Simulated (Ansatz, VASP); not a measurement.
# Au in VASP and in Ansatz

```xyz
1
Lattice="-1.7401 1.7401 1.5744 1.7401 -1.7401 1.5744 1.7401 1.7401 -1.5744" Properties=species:S:1:pos:R:3 pbc="T T T"
Au    0.0000    0.0000    0.0000
```

Change from the starting cell: strain +0.050 along x and y, -0.050 along z, atoms carried along.

Alike in both runs: task single point; functional PBEsol; k mesh 20 × 20 × 20; occupations gaussian, width 0.15 eV; no spin polarisation.

|  | VASP | Ansatz |
| --- | --- | --- |
| version | VASP 6.6.1 | Ansatz 0.2.0 |
| potentials or method | VASP PAW PBE potentials, release 64 (Au), cutoff 520 eV | scalar-relativistic, plane waves, PAW |
| valence electrons in the cell | 11 | 19 |

VASP gave:

```
gap on the k mesh at the Fermi level (eV)                     : none
pressure (GPa)                                                : -13.9
traceless stress, the component that is largest in VASP (GPa) : -0.75
```

Question: What did Ansatz give for the same quantities?

Answer: gap on the k mesh at the Fermi level (eV): none; pressure (GPa): -13.8; traceless stress, the component that is largest in VASP (GPa): -0.74.

VASP's potentials were made for PBE, not for PBEsol. A gap of «none» marks a metal or a gap that the smearing closes. With one functional, cell and mesh, what is left measures potentials, basis and numerics. VASP's potentials hold 11 valence electrons a cell and Ansatz's 19, so a difference there can come from the potentials and not from the codes.

Spin-orbit coupling is off throughout.
